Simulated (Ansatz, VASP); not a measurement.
# One calculation of Sc4SiN, two programs

```
Sc Si N
1.0
     2.58730   -4.40698    0.00000
     2.58730    4.40698    0.00000
     0.00000    0.00000    4.23011
Sc Si N
4 1 1
Direct
  0.69066 0.30934 0.00000
  0.30934 0.69066 0.00000
  0.50000 0.00000 0.50000
  0.00000 0.50000 0.50000
  0.50000 0.50000 0.50000
  0.00000 0.00000 0.00000
```

Change from the starting cell: species swapped into the CeAlCo4 type (Cmmm, No. 65).

Alike in both runs: task single point; functional PBE; k mesh 4 × 4 × 4; occupations gaussian, width 0.1 eV; no spin polarisation.

|  | VASP | Ansatz |
| --- | --- | --- |
| version | VASP 6.6.1 | Ansatz 0.2.0 |
| potentials or method | VASP PAW PBE potentials, release 64 (Sc_sv, Si, N), cutoff 520 eV | scalar-relativistic, plane waves, PAW |
| valence electrons in the cell | 53 | 53 |

Ansatz gave:

```
gap on the k mesh at the Fermi level (eV)                     : none
pressure (GPa)                                                : 25.5
traceless stress, the component that is largest in VASP (GPa) : -28.26
rms of the force components (eV/Å)                            : 0.147
```

Q: Estimate VASP's values.

A: gap on the k mesh at the Fermi level (eV): none; pressure (GPa): 26.0; traceless stress, the component that is largest in VASP (GPa): -28.41; rms of the force components (eV/Å): 0.151.

Atom by atom the forces differ by 0.005 eV/Å (rms over components). A gap of «none» marks a metal or a gap that the smearing closes.

The k mesh is coarse, so the values compare programs but aren't converged.
